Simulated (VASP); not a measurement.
A run of VASP 6.6.1 is set up as follows.

The input INCAR:

```
SYSTEM = Si2W
PREC = Accurate
ENCUT = 520
EDIFF = 1E-6
ISMEAR = 0
SIGMA = 0.1
LREAL = .FALSE.
LASPH = .TRUE.
NELM = 80
ALGO = Normal
ISIF = 2
LWAVE = .FALSE.
LCHARG = .FALSE.
GGA = PE
NBANDS = 18
```

KPOINTS

```
Automatic mesh
0
G
  16 16 16
  0 0 0
```

POSCAR

```
Si2W
1.0
   -1.6073884000      1.6375739600      3.9957602800
    1.3482940000     -1.6375739600      3.8901497200
    1.6073884000      1.6375739600     -3.9957602800
Si W
2 1
Direct
    0.3176778274      0.3339773258     -0.0082018443
    0.6578208299      0.6660226742     -0.0162994984
    0.0245013427      0.0000000000      0.0245013427
```

Potentials or basis: VASP PAW PBE potentials, release 64 (Si, W_sv).

Launch:

```console
$ cat potpaw_PBE.64/Si/POTCAR potpaw_PBE.64/W_sv/POTCAR > POTCAR
$ mpirun -np 1 vasp_std > vasp.out
```

Task: Estimate the band gap on the k mesh.

Result: Zero (bands 11 and 12 overlap by 1.56 eV).

Task: Estimate the largest force.

Result: 1.713 eV/Å.

Stress tensor (GPa, compression positive):
```
42.12  0.00 15.49
 0.00  9.32  0.00
15.49  0.00 11.22
```

Caveat: the cell differs from its parent crystal (strained and its atoms moved); the stress differs along the axes, from 9 to 42 GPa; spin-orbit coupling is left out, which moves the levels of the heavy elements; forces of over 1 eV/Å act on the atoms, so gaps and moduli don't describe the material at rest.
